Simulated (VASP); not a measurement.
Input of a VASP 6.6.1 run:

Contents of INCAR:

```
SYSTEM = LiMg5
PREC = Accurate
ENCUT = 520
EDIFF = 1E-7
ISMEAR = 0
SIGMA = 0.1
LREAL = .FALSE.
LASPH = .TRUE.
NELM = 100
ALGO = Normal
ISIF = 2
LWAVE = .FALSE.
LCHARG = .FALSE.
GGA = CA
NBANDS = 16
```

KPOINTS

```
regular mesh
0
G
  5 5 5
  0 0 0
```

The input POSCAR:

```
LiMg5
1.0
    5.2841176090      0.0000000000      0.0000000000
   -2.6420588045      4.5761802417      0.0000000000
    0.0000000000      0.0000000000      4.8949886984
Li Mg
1 5
Direct
    0.0000000000      0.0000000000      0.5000000000
    0.0000000000      0.6714210000      0.0000000000
    0.6714210000      0.0000000000      0.0000000000
    0.3285790000      0.3285790000      0.0000000000
    0.6666666667      0.3333333333      0.5000000000
    0.3333333333      0.6666666667      0.5000000000
```

Potentials or basis: VASP PAW LDA potentials, release 64 (Li_sv, Mg).

Command:

```console
$ cat potpaw_LDA.64/Li_sv/POTCAR potpaw_LDA.64/Mg/POTCAR > POTCAR
$ mpirun -np 1 vasp_std > vasp.out
```

Q: Estimate the band gap on the k mesh.

A: Zero (an odd number of electrons rules out a gap without spin polarisation).

Q: What does it give for the largest force?

A: 0.038 eV/Å.

Forces on the atoms (eV/Å):
```
Li   0.000  0.000  0.000
Mg   0.019 -0.033  0.000
Mg  -0.038  0.000  0.000
Mg   0.019  0.033  0.000
Mg   0.000  0.000  0.000
Mg   0.000  0.000  0.000
```
